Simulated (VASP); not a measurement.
# GaN (F-43m) in VASP: single point with r2SCAN

Aim: the single point of GaN with r2SCAN.

Everything below comes from runs of VASP 6.6.1. Logs are shortened: lines on timing, memory, paths and dates and some standing lists are left out, and cuts for length are marked.

## Step 1: The cell of the first run

Symmetry: F-43m, No. 216, cubic system. The conventional cell has a = 4.507 Å, b = 4.507 Å, c = 4.507 Å, α = 90.00°, β = 90.00°, γ = 90.00°. Within 2.6 Å of Ga (site symmetry -43m) lie 4 N at 1.95 Å. N (site symmetry -43m) has 4 Ga at 1.95 Å within 2.6 Å.

## Step 2: Single point, r2SCAN

POSCAR reads:

```
GaN
1.0
    0.0000000000      2.2535006075      2.2535006075
    2.2535006075      0.0000000000      2.2535006075
    2.2535006075      2.2535006075      0.0000000000
Ga N
1 1
Direct
    0.0000000000      0.0000000000      0.0000000000
    0.7500000000      0.7500000000      0.7500000000
```

INCAR.step1 reads:

```
SYSTEM = GaN
ALGO     = Normal         ! electronic algorithm
EDIFF    = 1E-5           ! SCF threshold, eV
ENCUT    = 1460           ! plane-wave cutoff, eV
GGA      = PE             ! functional
GGA_COMPAT= .False.      
ISMEAR   = 0              ! smearing method
LASPH    = .True.         ! aspherical terms in the spheres
LCHARG   = .False.        ! write CHGCAR
LREAL    = .False.        ! projectors in reciprocal space
LWAVE    = .True.         ! write WAVECAR
NBANDS   = 16             ! bands
NELM     = 120            ! most SCF steps
PREC     = Accurate       ! precision mode
SIGMA    = 0.1            ! smearing width, eV
```

INCAR.step2 reads:

```
SYSTEM = GaN
ALGO     = Normal         ! electronic algorithm
EDIFF    = 1E-6           ! SCF threshold, eV
ENCUT    = 1460           ! plane-wave cutoff, eV
GGA_COMPAT= .False.      
ISIF     = 2              ! what is computed and relaxed
ISMEAR   = 0              ! smearing method
ISTART   = 1            
LASPH    = .True.         ! aspherical terms in the spheres
LCHARG   = .True.         ! write CHGCAR
LELF     = .True.         ! ELF
LMIXTAU  = .True.       
LREAL    = .False.        ! projectors in reciprocal space
LVHAR    = .True.       
LWAVE    = .False.        ! write WAVECAR
METAGGA  = R2SCAN         ! meta-GGA
NBANDS   = 16             ! bands
NELM     = 120            ! most SCF steps
PREC     = Accurate       ! precision mode
SIGMA    = 0.1            ! smearing width, eV
```

KPOINTS reads:

```
k-points
0
Gamma
  8 8 8
  0 0 0
```

Potentials or basis: VASP PAW PBE potentials, release 64 (Ga_d, N_h).

The run is started by

```bash
$ cat potpaw_PBE.64/Ga_d/POTCAR potpaw_PBE.64/N_h/POTCAR > POTCAR
$ cp INCAR.step1 INCAR
$ mpirun -np 1 vasp_std > vasp.out
$ cp INCAR.step2 INCAR
$ mpirun -np 1 vasp_std > vasp.out
```

OUTCAR:

```text
SYSTEM = GaN
   EDIFF = 1E-6
   ENCUT = 1460
   ISIF = 2
   ISMEAR = 0
   ISTART = 1
   LASPH = .True.
   LREAL = .False.
   METAGGA = R2SCAN
   NELM = 120
   PREC = Accurate

 ion  position               nearest neighbor table
   1  0.000  0.000  0.000-   2 1.95   2 1.95   2 1.95   2 1.95
   2  0.750  0.750  0.750-   1 1.95   1 1.95   1 1.95   1 1.95

  LATTYP: Found a face centered cubic cell.
 ALAT       =     4.5070012150

  Lattice vectors:

 A1 = (   0.0000000000,   2.2535006075,   2.2535006075)
 A2 = (   2.2535006075,   0.0000000000,   2.2535006075)
 A3 = (   2.2535006075,   2.2535006075,   0.0000000000)

Analysis of symmetry for initial positions (statically):
=====================================================================
 Subroutine PRICEL returns:
 Original cell was already a primitive cell.

 Routine SETGRP: Setting up the symmetry group for a
 face centered cubic supercell.

 Subroutine GETGRP returns: Found 24 space group operations
 (whereof 24 operations were pure point group operations)
 out of a pool of 48 trial point group operations.

The static configuration has the point symmetry T_d .

Analysis of symmetry for dynamics (positions and initial velocities):
=====================================================================
 Subroutine PRICEL returns:
 Original cell was already a primitive cell.

 Routine SETGRP: Setting up the symmetry group for a
 face centered cubic supercell.

 Subroutine GETGRP returns: Found 24 space group operations
 (whereof 24 operations were pure point group operations)
 out of a pool of 48 trial point group operations.

The dynamic configuration has the point symmetry T_d .

 Subroutine INISYM returns: Found 24 space group operations
 (whereof 24 operations are pure point group operations),
 and found     1 'primitive' translations

----------------------------------------------------------------------------------------

                                     Primitive cell

  volume of cell :      22.8877

  direct lattice vectors                    reciprocal lattice vectors
     0.000000000  2.253500607  2.253500607    -0.221877020  0.221877020  0.221877020
     2.253500607  0.000000000  2.253500607     0.221877020 -0.221877020  0.221877020
     2.253500607  2.253500607  0.000000000     0.221877020  0.221877020 -0.221877020

  length of vectors
     3.186931122  3.186931122  3.186931122     0.384302272  0.384302272  0.384302272

  position of ions in fractional coordinates (direct lattice)
     0.000000000  0.000000000  0.000000000
     0.750000000  0.750000000  0.750000000

  ion indices of the primitive-cell ions
   primitive index   ion index
                 1           1
                 2           2

----------------------------------------------------------------------------------------

 KPOINTS: k-points

Automatic generation of k-mesh.
 Grid dimensions read from file:
 generate k-points for:    8    8    8

 Generating k-lattice:

  Cartesian coordinates                     Fractional coordinates (reciprocal lattice)
    -0.027734628  0.027734628  0.027734628     0.125000000  0.000000000  0.000000000
     0.027734628 -0.027734628  0.027734628     0.000000000  0.125000000  0.000000000
     0.027734628  0.027734628 -0.027734628     0.000000000  0.000000000  0.125000000

  Length of vectors
     0.048037784  0.048037784  0.048037784

  Shift w.r.t. Gamma in fractional coordinates (k-lattice)
     0.000000000  0.000000000  0.000000000

 Subroutine IBZKPT returns following result:
 ===========================================

 Found     29 irreducible k-points:

 Following reciprocal coordinates:
            Coordinates               Weight
  0.000000  0.000000  0.000000      1.000000
  0.125000  0.000000  0.000000      8.000000
  0.250000  0.000000  0.000000      8.000000
  0.375000  0.000000  0.000000      8.000000
  0.500000  0.000000  0.000000      4.000000
  0.125000  0.125000  0.000000      6.000000
[... 16 lines left out ...]
  0.500000  0.250000  0.125000     48.000000
 -0.375000  0.250000  0.125000     24.000000
 [... further k-points ...]
   k-points           NKPTS =     29   k-points in BZ     NKDIM =     29   number of bands    NBANDS=     16
   number of dos      NEDOS =    301   number of ions     NIONS =      2
   total plane-waves  NPLWV =  64000
   dimension x,y,z NGX =    40 NGY =   40 NGZ =   40
   dimension x,y,z NGXF=    80 NGYF=   80 NGZF=   80
   ions per type =               1   1
   NGX,Y,Z   is equivalent  to a cutoff of  20.87, 20.87, 20.87 a.u.
   NGXF,Y,Z  is equivalent  to a cutoff of  41.73, 41.73, 41.73 a.u.
 SYSTEM =  GaN
   PREC   = accura    normal or accurate (medium, high low for compatibility)
   ISTART =      1    job   : 0-new  1-cont  2-samecut
   ICHARG =      0    charge: 1-file 2-atom 10-const
   ISPIN  =      1    spin polarized calculation?
   LNONCOLLINEAR =      F non collinear calculations
   LSORBIT =      F    spin-orbit coupling
   LASPH  =      T    aspherical Exc in radial PAW
   ENCUT  = 1460.0 eV 107.31 Ry   10.36 a.u.   9.93  9.93  9.93*2*pi/ulx,y,z
   NELM   =    120;   NELMIN=  2; NELMDL=  0     # of ELM steps
   EDIFF  = 0.1E-05   stopping-criterion for ELM
   LREAL  =      F    real-space projection
   EDIFFG = 0.1E-04   stopping-criterion for IOM
   NSW    =      0    number of steps for IOM
   IBRION =     -1    ionic relax: 0-MD 1-quasi-New 2-CG
   NFREE  =      0    steps in history (QN), initial steepest desc. (CG)
   ISIF   =      2    stress and relaxation
   ISYM   =      2    0-nonsym 1-usesym 2-fastsym
   POTIM  = 0.5000    time-step for ionic-motion
   TEBEG  =    0.0;   TEEND  =   0.0 temperature during run
   PSTRESS=    0.0 pullay stress
   NELECT =      18.0000    total number of electrons
   NUPDOWN=      -1.0000    fix difference up-down
   EMIN   =  10.00;   EMAX   =-10.00  energy-range for DOS
   EFERMI =   0.00;   METHOD = LEGACY
   ISMEAR =     0;   SIGMA  =   0.10  broadening in eV -4-tet -1-fermi 0-gaus
   EFERMI_NEDOS =   21; number of points for ismear=-14 and -15
   IALGO  =     38    algorithm
   IMIX   =      4    mixing-type and parameters
     AMIX     =   0.40;   BMIX     =  1.00
     AMIX_MAG =   1.60;   BMIX_MAG =  1.00
  volume/ion in A,a.u.               =      11.44        77.23
  Fermi-wavevector in a.u.,A,eV,Ry     =   1.511117  2.855596 31.068543  2.283473
  Thomas-Fermi vector in A             =   2.621216
   LORBIT       =      0    0 simple, 1 ext, 2 COOP (PROOUT), +10 PAW based schemes
   METAGGA = R2SCAN    functional components
   LHFCALC =     F    Hartree Fock is set to
   AEXX    =    0.0000 exact exchange contribution
   IVDW    =     0    specifies the selected vdW correction
   LEPSILON=     F    determine dielectric tensor
   LRPA    =     F    only Hartree local field effects (RPA)
 non-spin polarized calculation
 Gauss-broadening in eV      SIGMA  =   0.10
  energy-cutoff  :     1460.00
  volume of cell :       22.89
 maximum number of plane-waves:      2922
   NGX = 19   NGY = 19   NGZ = 19

 number of electron      17.9999999 magnetization

 Free energy of the ion-electron system (eV)
  ---------------------------------------------------
  ext. energy  EPLUGINS =         0.00000000
  ---------------------------------------------------
  free energy    TOTEN  =       -21.90030202 eV

  energy without entropy =      -21.90030202  energy(sigma->0) =      -21.90030202

 E-fermi :   5.7799     XC(G=0): -12.6258

 val. band max:        5.3113088265   @ k =   0.0000   0.0000   0.0000
 cond. band min:       7.4300000429   @ k =   0.0000   0.0000   0.0000
 fundamental gap:      2.1186912163
 Fermi energy:         5.7798728731

 k-point     1 :       0.0000    0.0000    0.0000
  band No.  band energies     occupation
      1     -11.4197      2.00000
      2      -8.5194      2.00000
      3      -8.5194      2.00000
      4      -8.5193      2.00000
      5      -8.1684      2.00000
      6      -8.1684      2.00000
[... 8 lines left out ...]
     15      25.0399      0.00000
     16      25.0399      0.00000

 k-point     2 :       0.1250    0.0000    0.0000
  band No.  band energies     occupation
      1     -11.2506      2.00000
      2      -8.4979      2.00000
      3      -8.4979      2.00000
      4      -8.4531      2.00000
      5      -8.1699      2.00000
      6      -8.1699      2.00000
[... 8 lines left out ...]
     15      23.3135      0.00000
     16      23.4323      0.00000

 k-point     3 :       0.2500    0.0000    0.0000
  band No.  band energies     occupation
      1     -10.8623      2.00000
      2      -8.4547      2.00000
      3      -8.4547      2.00000
      4      -8.1637      2.00000
      5      -8.1637      2.00000
      6      -8.1603      2.00000
[... 8 lines left out ...]
     15      22.9418      0.00000
     16      22.9418      0.00000

 k-point     4 :       0.3750    0.0000    0.0000
  band No.  band energies     occupation
      1     -10.5418      2.00000
      2      -8.4281      2.00000
      3      -8.4281      2.00000
      4      -8.1393      2.00000
      5      -8.1393      2.00000
      6      -7.5184      2.00000
[... 8 lines left out ...]
     15      24.4906      0.00000
     16      24.4906      0.00000
[... 324 lines left out ...]
 k-point    22 :       0.3750    0.2500    0.1250
  band No.  band energies     occupation
      1     -10.6104      2.00000
      2      -8.4077      2.00000
      3      -8.3881      2.00000
      4      -8.2540      2.00000
      5      -8.1401      2.00000
      6      -7.8199      2.00000
[... 8 lines left out ...]
     15      25.3349      0.00000
     16      27.6576      0.00000

 k-point    23 :       0.5000    0.2500    0.1250
  band No.  band energies     occupation
      1     -10.3964      2.00000
      2      -8.3968      2.00000
      3      -8.3543      2.00000
      4      -8.2185      2.00000
      5      -8.1339      2.00000
      6      -7.1733      2.00000
[... 8 lines left out ...]
     15      25.4884      0.00000
     16      27.4113      0.00000

 k-point    24 :      -0.3750    0.2500    0.1250
  band No.  band energies     occupation
      1     -10.3275      2.00000
      2      -8.4006      2.00000
      3      -8.3413      2.00000
      4      -8.1906      2.00000
      5      -8.1369      2.00000
      6      -6.7522      2.00000
[... 8 lines left out ...]
     15      25.0275      0.00000
     16      27.3822      0.00000

 [... further k-points ...]

------------------------ aborting loop because EDIFF is reached ----------------------------------------

  FORCE on cell =-STRESS in cart. coord.  units (eV):
  Direction    XX          YY          ZZ          XY          YZ          ZX
  --------------------------------------------------------------------------------------
  -------------------------------------------------------------------------------------
  Total       -0.0116367     -0.0116367     -0.0116367      0.0000000      0.0000000     -0.0000000
  in kB       -0.8145903     -0.8145903     -0.8145903      0.0000000      0.0000000     -0.0000000
  external PRESSURE =      -0.8145903 kB  Pullay stress =       0.0000000 kB

 VOLUME and BASIS-vectors are now :
 -----------------------------------------------------------------------------
  energy-cutoff  :     1460.00
  volume of cell :       22.89
      direct lattice vectors                 reciprocal lattice vectors
     0.000000000  2.253500607  2.253500607    -0.221877020  0.221877020  0.221877020
     2.253500607  0.000000000  2.253500607     0.221877020 -0.221877020  0.221877020
     2.253500607  2.253500607  0.000000000     0.221877020  0.221877020 -0.221877020

 POSITION                                       TOTAL-FORCE (eV/Angst)
 -----------------------------------------------------------------------------------
      0.00000      0.00000      0.00000        -0.000000     -0.000000     -0.000000
      3.38025      3.38025      3.38025         0.000000      0.000000      0.000000
 -----------------------------------------------------------------------------------
    total drift:                                0.000000      0.000000      0.000000

  FREE ENERGIE OF THE ION-ELECTRON SYSTEM (eV)
  ---------------------------------------------------
  free  energy   TOTEN  =       -21.9003020219 eV

  energy  without entropy=      -21.9003020219  energy(sigma->0) =      -21.90030202
```

Wall time 69 s (1 thread of Intel Xeon 6975P-C (Granite Rapids), shared host); peak memory 0.3 GiB.

Results:

```
Free energy            : -21.9003 eV
Pressure               : -0.1 GPa
Band gap on the k mesh : 2.12 eV
```

Caveat: the PAW data sets were made with another functional, which shifts forces and pressure a little.
